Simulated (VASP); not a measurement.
The system is BiAs2O2.

```
CELL_PARAMETERS angstrom
-2.01364 2.01364 5.28331
2.01364 -2.01364 5.28331
2.01364 2.01364 -5.28331
ATOMIC_POSITIONS crystal
Bi 0.00000 0.00000 0.00000
As 0.25000 0.75000 0.50000
As 0.75000 0.25000 0.50000
O 0.62600 0.62600 0.00000
O 0.37400 0.37400 0.00000
```

| Quantity | Value |
| --- | --- |
| Program | VASP 6.6.1 |
| Task | relaxation of cell and atoms |
| Functional | PBE |
| Potentials or basis | VASP PAW PBE potentials, release 64 (Bi_d, As, O) |
| Cutoff | 600 eV |
| k mesh | 6 × 6 × 6 |
| Occupations | gaussian, width 0.1 eV |
| Spin | no spin polarisation |

At the start: pressure -1.0 GPa; volume 17.14 Å³/atom.

Question: Where does the relaxation end?

Answer: Over 32 steps the energy falls by 469.2 meV/atom and the volume is 19.67 Å³/atom (+14.8 %); space group I4/mmm (No. 139, to 0.1 Å) before and after.

The path:
| step | energy change (eV) | largest force (eV/Å) | pressure (GPa) | volume (Å³) |
| --- | --- | --- | --- | --- |
| 1 | 0.0000 | 0.8663 | -0.96 | 85.69 |
| 2 | -0.1164 | 1.2772 | 0.98 | 84.42 |
| 3 | -0.5981 | 1.5153 | 6.87 | 80.60 |
| 4 | -0.6818 | 0.2698 | 23.89 | 72.98 |
| 5 | -0.8349 | 0.6892 | 14.69 | 76.49 |
| 6 | -0.8380 | 0.5729 | 15.83 | 75.98 |
| 7 | -0.8485 | 0.5487 | 15.93 | 75.95 |
| 8 | -0.8779 | 0.4759 | 16.27 | 75.84 |
| 9 | -0.9273 | 0.3131 | 16.98 | 75.62 |
| 10 | -0.9793 | 0.0575 | 18.53 | 75.16 |
| 11 | -1.0415 | 0.0317 | 17.46 | 75.64 |
| 12 | -1.2078 | 0.0450 | 14.41 | 77.10 |
| 13 | -1.4575 | 0.2051 | 9.09 | 80.07 |
| 14 | -1.6853 | 0.5392 | 0.73 | 86.19 |
| 15 | -1.6951 | 0.6162 | -0.83 | 87.62 |
| 16 | -1.6954 | 0.6308 | -1.08 | 87.88 |
| 17 | -1.7030 | 0.6295 | -1.07 | 87.92 |
| 18 | -1.7267 | 0.6433 | -1.04 | 88.04 |
| 19 | -1.7800 | 0.7076 | -0.91 | 88.27 |
| 20 | -1.9080 | 0.7937 | -0.75 | 88.72 |
| 21 | -2.1521 | 0.5353 | -0.04 | 89.58 |
| 22 | -1.6584 | 2.0588 | 6.29 | 91.07 |
| 23 | -2.1839 | 0.3627 | 0.14 | 89.83 |
| 24 | -2.1945 | 0.0921 | 0.73 | 90.09 |
| 25 | -2.2409 | 0.0564 | 0.31 | 92.03 |
| 26 | -2.3105 | 0.1557 | -0.69 | 97.86 |
| 27 | -2.3187 | 0.1235 | 1.87 | 96.09 |
| 28 | -2.3427 | 0.0155 | 0.54 | 96.93 |
| 29 | -2.3411 | 0.1448 | -0.82 | 98.71 |
| 30 | -2.3441 | 0.0698 | -0.03 | 97.64 |
| 31 | -2.3449 | 0.0524 | -0.06 | 97.82 |
| 32 | -2.3459 | 0.0012 | -0.16 | 98.37 |

Final structure:
```xyz
5
Lattice="-2.2447 2.2447 4.8810 2.2447 -2.2447 4.8810 2.2447 2.2447 -4.8810" Properties=species:S:1:pos:R:3 pbc="T T T"
Bi    0.0000    0.0000    0.0000
As    2.2447    0.0000    2.4405
As    0.0000    2.2447    2.4405
O     0.0000    0.0000    7.2997
O     2.2447    2.2447   -2.4188
```

Caveat: an odd number of electrons without spin polarisation forces a metal; a magnetic or distorted state may lie lower.
